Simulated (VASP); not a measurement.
# NaI (P1) in VASP: single point with PBEsol

Aim: the single point of NaI with PBEsol.

Everything below comes from runs of VASP 6.6.1. Logs are shortened: lines on timing, memory, paths and dates and some standing lists are left out, and cuts for length are marked.

### 1 The cell of the first run

The typed cell holds 4 atoms: a = 4.806 Å, b = 4.422 Å, c = 8.115 Å, α = 89.89°, β = 90.55°, γ = 90.04°.

### 2 Single point, PBEsol (atoms moved at random and the cell strained at random)

Input file INCAR:

```
ALGO     = Normal         # electronic algorithm
EDIFF    = 1E-6           # SCF threshold, eV
ENCUT    = 520            # plane-wave cutoff, eV
GGA      = PS             # functional
ISIF     = 2              # what is computed and relaxed
ISMEAR   = 0              # smearing method
LASPH    = True           # aspherical terms in the spheres
LCHARG   = False          # write CHGCAR
LREAL    = False          # projectors in reciprocal space
LWAVE    = False          # write WAVECAR
NBANDS   = 22             # bands
NELM     = 60             # most SCF steps
PREC     = Accurate       # precision mode
SIGMA    = 0.02           # smearing width, eV
```

Input file KPOINTS:

```
k-points
0
Gamma
  6 6 4
```

Input file POSCAR:

```
NaI
1.0
    4.8062656813     -0.0018026616     -0.0231110465
   -0.0016651836      4.4223861295      0.0042270046
   -0.0389919200      0.0077204002      8.1153103258
Na I
2 2
Direct
    0.2481459083      0.5264421289      0.2769531931
    0.7470338859      0.5171182923      0.7244573555
    0.2524923147     -0.0200224765      0.7362141744
    0.7523278911     -0.0235379447      0.2623752770
```

Potentials or basis: VASP PAW PBE potentials, release 64 (Na_pv, I).

On the command line:

```sh
$ cat potpaw_PBE.64/Na_pv/POTCAR potpaw_PBE.64/I/POTCAR > POTCAR
$ mpirun -np 1 vasp_std > vasp.out
```

OUTCAR:

```text
EDIFF = 1E-6
   ENCUT = 520
   GGA = PS
   ISIF = 2
   ISMEAR = 0
   LASPH = True
   LREAL = False
   NELM = 60
   PREC = Accurate

 ion  position               nearest neighbor table
   1  0.248  0.526  0.277-   4 3.11   4 3.14
   2  0.747  0.517  0.724-   3 3.14   3 3.18
   3  0.252  0.980  0.736-   2 3.14   2 3.18
   4  0.752  0.976  0.262-   1 3.11   1 3.14

  LATTYP: Found a triclinic cell.
 ALAT       =     8.1154076705
 B/A-ratio  =     0.5922464748
 C/A-ratio  =     0.5449373146
 COS(alpha) =     0.0007561869
 COS(beta)  =     0.0019089428
 COS(gamma) =     0.0096133898

  Lattice vectors:

 A1 = (   0.0389919200,  -0.0077204002,  -8.1153103258)
 A2 = (   4.8062656813,  -0.0018026616,  -0.0231110465)
 A3 = (   0.0016651836,  -4.4223861295,  -0.0042270046)

Analysis of symmetry for initial positions (statically):
=====================================================================
 Subroutine PRICEL returns:
 Original cell was already a primitive cell.

 Routine SETGRP: Setting up the symmetry group for a
 triclinic supercell.

 Subroutine GETGRP returns: Found  1 space group operations
 (whereof  1 operations were pure point group operations)
 out of a pool of  2 trial point group operations.

The static configuration has the point symmetry C_1 .

Analysis of symmetry for dynamics (positions and initial velocities):
=====================================================================
 Subroutine PRICEL returns:
 Original cell was already a primitive cell.

 Routine SETGRP: Setting up the symmetry group for a
 triclinic supercell.

 Subroutine GETGRP returns: Found  1 space group operations
 (whereof  1 operations were pure point group operations)
 out of a pool of  2 trial point group operations.

The dynamic configuration has the point symmetry C_1 .

 Subroutine INISYM returns: Found  1 space group operations
 (whereof  1 operations are pure point group operations),
 and found     1 'primitive' translations

----------------------------------------------------------------------------------------

                                     Primitive cell

  volume of cell :     172.4881

  direct lattice vectors                    reciprocal lattice vectors
     4.806265681 -0.001802662 -0.023111046     0.208066576  0.000077389  0.000999631
    -0.001665184  4.422386130  0.004227005     0.000083778  0.226122509 -0.000214716
    -0.038991920  0.007720400  8.115310326     0.000592495 -0.000117560  0.123226835

  length of vectors
     4.806321584  4.422388463  8.115407671     0.208068991  0.226122626  0.123228316

  position of ions in fractional coordinates (direct lattice)
     0.248145908  0.526442129  0.276953193
     0.747033886  0.517118292  0.724457356
     0.252492315  0.979977523  0.736214174
     0.752327891  0.976462055  0.262375277

  ion indices of the primitive-cell ions
   primitive index   ion index
                 1           1
                 2           2
                 3           3
                 4           4

----------------------------------------------------------------------------------------

 KPOINTS: k-points

Automatic generation of k-mesh.
 Grid dimensions read from file:
 generate k-points for:    6    6    4

 Generating k-lattice:

  Cartesian coordinates                     Fractional coordinates (reciprocal lattice)
     0.034677763  0.000012898  0.000166605     0.166666667  0.000000000  0.000000000
     0.000013963  0.037687085 -0.000035786    -0.000000000  0.166666667  0.000000000
     0.000148124 -0.000029390  0.030806709     0.000000000  0.000000000  0.250000000

  Length of vectors
     0.034678165  0.037687104  0.030807079

  Shift w.r.t. Gamma in fractional coordinates (k-lattice)
     0.000000000  0.000000000  0.000000000

 Subroutine IBZKPT returns following result:
 ===========================================

 Found     76 irreducible k-points:

 Following reciprocal coordinates:
            Coordinates               Weight
  0.000000  0.000000  0.000000      1.000000
  0.166667  0.000000  0.000000      2.000000
  0.333333 -0.000000  0.000000      2.000000
  0.500000 -0.000000  0.000000      1.000000
 -0.000000  0.166667  0.000000      2.000000
  0.166667  0.166667  0.000000      2.000000
[... 16 lines left out ...]
  0.333333  0.000000  0.250000      2.000000
  0.500000  0.000000  0.250000      2.000000
 [... further k-points ...]
   k-points           NKPTS =     76   k-points in BZ     NKDIM =     76   number of bands    NBANDS=     22
   number of dos      NEDOS =    301   number of ions     NIONS =      4
   total plane-waves  NPLWV =  77760
   dimension x,y,z NGX =    36 NGY =   36 NGZ =   60
   dimension x,y,z NGXF=    72 NGYF=   72 NGZF=  120
   ions per type =               2   2
   NGX,Y,Z   is equivalent  to a cutoff of  12.45, 13.53, 12.29 a.u.
   NGXF,Y,Z  is equivalent  to a cutoff of  24.90, 27.07, 24.58 a.u.
 SYSTEM =  unknown system
   PREC   = accura    normal or accurate (medium, high low for compatibility)
   ISTART =      0    job   : 0-new  1-cont  2-samecut
   ICHARG =      2    charge: 1-file 2-atom 10-const
   ISPIN  =      1    spin polarized calculation?
   LNONCOLLINEAR =      F non collinear calculations
   LSORBIT =      F    spin-orbit coupling
   LASPH  =      T    aspherical Exc in radial PAW
   ENCUT  =  520.0 eV  38.22 Ry    6.18 a.u.   8.94  8.22 15.09*2*pi/ulx,y,z
   NELM   =     60;   NELMIN=  2; NELMDL= -5     # of ELM steps
   EDIFF  = 0.1E-05   stopping-criterion for ELM
   LREAL  =      F    real-space projection
[... 7 lines left out ...]
   TEBEG  =    0.0;   TEEND  =   0.0 temperature during run
   PSTRESS=    0.0 pullay stress
   NELECT =      28.0000    total number of electrons
   NUPDOWN=      -1.0000    fix difference up-down
   EMIN   =  10.00;   EMAX   =-10.00  energy-range for DOS
   EFERMI =   0.00;   METHOD = LEGACY
   ISMEAR =     0;   SIGMA  =   0.02  broadening in eV -4-tet -1-fermi 0-gaus
   EFERMI_NEDOS =   21; number of points for ismear=-14 and -15
   IALGO  =     38    algorithm
   IMIX   =      4    mixing-type and parameters
     AMIX     =   0.40;   BMIX     =  1.00
     AMIX_MAG =   1.60;   BMIX_MAG =  1.00
  volume/ion in A,a.u.               =      43.12       291.00
  Fermi-wavevector in a.u.,A,eV,Ry     =   0.893047  1.687615 10.851103  0.797534
  Thomas-Fermi vector in A             =   2.015075
   LORBIT       =      0    0 simple, 1 ext, 2 COOP (PROOUT), +10 PAW based schemes
   GGA     = PS    functional components
   LHFCALC =     F    Hartree Fock is set to
   AEXX    =    0.0000 exact exchange contribution
   IVDW    =     0    specifies the selected vdW correction
   LEPSILON=     F    determine dielectric tensor
   LRPA    =     F    only Hartree local field effects (RPA)
 non-spin polarized calculation
 Gauss-broadening in eV      SIGMA  =   0.02
  energy-cutoff  :      520.00
  volume of cell :      172.49
 maximum number of plane-waves:      4670
   NGX = 17   NGY = 17   NGZ = 31

 number of electron      27.9999991 magnetization

 Free energy of the ion-electron system (eV)
  ---------------------------------------------------
  ext. energy  EPLUGINS =         0.00000000
  ---------------------------------------------------
  free energy    TOTEN  =       -10.67749698 eV

  energy without entropy =      -10.67749698  energy(sigma->0) =      -10.67749698

 E-fermi :  -0.0633     XC(G=0):  -6.8063

 val. band max:       -0.2153706738   @ k =  -0.0000   0.5000   0.0000
 cond. band min:       2.3536300154   @ k =   0.0000   0.0000   0.0000
 fundamental gap:      2.5690006892
 Fermi energy:        -0.0633336281

 k-point     1 :       0.0000    0.0000    0.0000
  band No.  band energies     occupation
      1     -23.3748      2.00000
      2     -23.3585      2.00000
      3     -23.3290      2.00000
      4     -23.3255      2.00000
      5     -23.3142      2.00000
      6     -23.3096      2.00000
[... 14 lines left out ...]
     21       7.4239      0.00000
     22       8.1892      0.00000

 k-point     2 :       0.1667    0.0000    0.0000
  band No.  band energies     occupation
      1     -23.3747      2.00000
      2     -23.3585      2.00000
      3     -23.3289      2.00000
      4     -23.3260      2.00000
      5     -23.3141      2.00000
      6     -23.3100      2.00000
[... 14 lines left out ...]
     21       7.7138      0.00000
     22       8.3333      0.00000

 k-point     3 :       0.3333   -0.0000    0.0000
  band No.  band energies     occupation
      1     -23.3747      2.00000
      2     -23.3585      2.00000
      3     -23.3288      2.00000
      4     -23.3269      2.00000
      5     -23.3140      2.00000
      6     -23.3110      2.00000
[... 14 lines left out ...]
     21       8.0466      0.00000
     22       8.0722      0.00000

 k-point     4 :       0.5000   -0.0000    0.0000
  band No.  band energies     occupation
      1     -23.3746      2.00000
      2     -23.3585      2.00000
      3     -23.3287      2.00000
      4     -23.3273      2.00000
      5     -23.3139      2.00000
      6     -23.3115      2.00000
[... 14 lines left out ...]
     21       7.7749      0.00000
     22       7.8060      0.00000

 k-point     5 :      -0.0000    0.1667    0.0000
  band No.  band energies     occupation
      1     -23.3747      2.00000
      2     -23.3584      2.00000
      3     -23.3299      2.00000
      4     -23.3254      2.00000
      5     -23.3150      2.00000
      6     -23.3094      2.00000
[... 417 lines left out ...]
 k-point    22 :       0.1667    0.0000    0.2500
  band No.  band energies     occupation
      1     -23.3747      2.00000
      2     -23.3585      2.00000
      3     -23.3289      2.00000
      4     -23.3260      2.00000
      5     -23.3141      2.00000
      6     -23.3100      2.00000
[... 14 lines left out ...]
     21       7.8449      0.00000
     22       8.3523      0.00000

 k-point    23 :       0.3333    0.0000    0.2500
  band No.  band energies     occupation
      1     -23.3747      2.00000
      2     -23.3585      2.00000
      3     -23.3288      2.00000
      4     -23.3269      2.00000
      5     -23.3140      2.00000
      6     -23.3110      2.00000
[... 14 lines left out ...]
     21       7.9052      0.00000
     22       8.0076      0.00000

 k-point    24 :       0.5000    0.0000    0.2500
  band No.  band energies     occupation
      1     -23.3746      2.00000
      2     -23.3585      2.00000
      3     -23.3287      2.00000
      4     -23.3273      2.00000
      5     -23.3139      2.00000
      6     -23.3115      2.00000
[... 14 lines left out ...]
     21       7.6811      0.00000
     22       7.7160      0.00000

 [... further k-points ...]

------------------------ aborting loop because EDIFF is reached ----------------------------------------

  FORCE on cell =-STRESS in cart. coord.  units (eV):
  Direction    XX          YY          ZZ          XY          YZ          ZX
  --------------------------------------------------------------------------------------
  -------------------------------------------------------------------------------------
  Total       -1.8869391     -1.9007193     -0.6035243     -0.0587969     -0.0022269      0.0612602
  in kB      -17.5270726    -17.6550720     -5.6059115     -0.5461428     -0.0206852      0.5690228
  external PRESSURE =     -13.5960187 kB  Pullay stress =       0.0000000 kB

 VOLUME and BASIS-vectors are now :
 -----------------------------------------------------------------------------
  energy-cutoff  :      520.00
  volume of cell :      172.49
      direct lattice vectors                 reciprocal lattice vectors
     4.806265681 -0.001802662 -0.023111046     0.208066576  0.000077389  0.000999631
    -0.001665184  4.422386130  0.004227005     0.000083778  0.226122509 -0.000214716
    -0.038991920  0.007720400  8.115310326     0.000592495 -0.000117560  0.123226835

 POSITION                                       TOTAL-FORCE (eV/Angst)
 -----------------------------------------------------------------------------------
      1.18098      2.32982      2.24405         0.016026     -0.113669     -0.007845
      3.56133      2.29114      5.86412         0.021492     -0.081998      0.010718
      1.18321      4.33907      5.97291        -0.015309      0.081876     -0.036606
      3.60403      4.31896      2.11600        -0.022209      0.113791      0.033733
 -----------------------------------------------------------------------------------
    total drift:                               -0.001180     -0.000326     -0.000162

  FREE ENERGIE OF THE ION-ELECTRON SYSTEM (eV)
  ---------------------------------------------------
  free  energy   TOTEN  =       -10.6774969807 eV

  energy  without entropy=      -10.6774969807  energy(sigma->0) =      -10.67749698
```

Run time: 2.7 min. Hardware: 1 thread of Oxide Virtual Turin-like, shared host; peak memory 0.37 GiB.

Results:

| Property | Result |
| --- | --- |
| Free energy | -10.6775 eV |
| Pressure | -1.4 GPa |
| Largest force | 0.121 eV/Å |
| Band gap on the k mesh | 2.57 eV, indirect (least direct gap 2.75 eV) |

Forces on the atoms (eV/Å):
```
Na   0.016 -0.114 -0.008
Na   0.021 -0.082  0.011
I   -0.015  0.082 -0.037
I   -0.022  0.114  0.034
```

Levels at points of the mesh, in eV from the valence-band top:
| k point | band 10 | band 11 | band 12 | band 13 | band 14 | band 15 | band 16 | band 17 | band 18 | band 19 |
| --- | --- | --- | --- | --- | --- | --- | --- | --- | --- | --- |
| (0.00, 0.00, 0.00) | -0.98 | -0.64 | -0.50 | -0.29 | -0.18 | 2.57 | 4.00 | 5.87 | 6.19 | 6.42 |
| (0.50, 0.00, 0.00) | -1.94 | -0.87 | -0.86 | -0.32 | -0.31 | 4.96 | 4.98 | 5.84 | 5.86 | 6.79 |
| (0.00, 0.50, 0.00) | -1.77 | -1.28 | -0.78 | -0.48 | 0.00 | 3.99 | 4.87 | 5.38 | 5.74 | 6.58 |
| (0.50, 0.50, 0.00) | -1.73 | -1.53 | -1.52 | -0.58 | -0.57 | 4.00 | 4.02 | 5.53 | 5.54 | 7.37 |
| (0.00, 0.00, 0.50) | -0.89 | -0.88 | -0.76 | -0.44 | -0.36 | 3.43 | 3.67 | 5.63 | 5.77 | 6.87 |
| (0.50, 0.00, 0.50) | -2.08 | -0.62 | -0.58 | -0.32 | -0.31 | 4.40 | 4.43 | 6.13 | 6.16 | 6.47 |
| (0.00, 0.50, 0.50) | -1.93 | -0.87 | -0.70 | -0.58 | -0.57 | 4.59 | 4.92 | 5.53 | 5.57 | 6.84 |
| (0.50, 0.50, 0.50) | -1.72 | -1.65 | -1.64 | -0.38 | -0.34 | 3.68 | 3.72 | 6.16 | 6.21 | 6.95 |

Caveat: the cell differs from its parent crystal (atoms moved at random and the cell strained at random); the PAW data sets were made with another functional, which shifts forces and pressure a little; spin-orbit coupling is left out, which moves the levels of the heavy elements. A k mesh can miss the band edges.
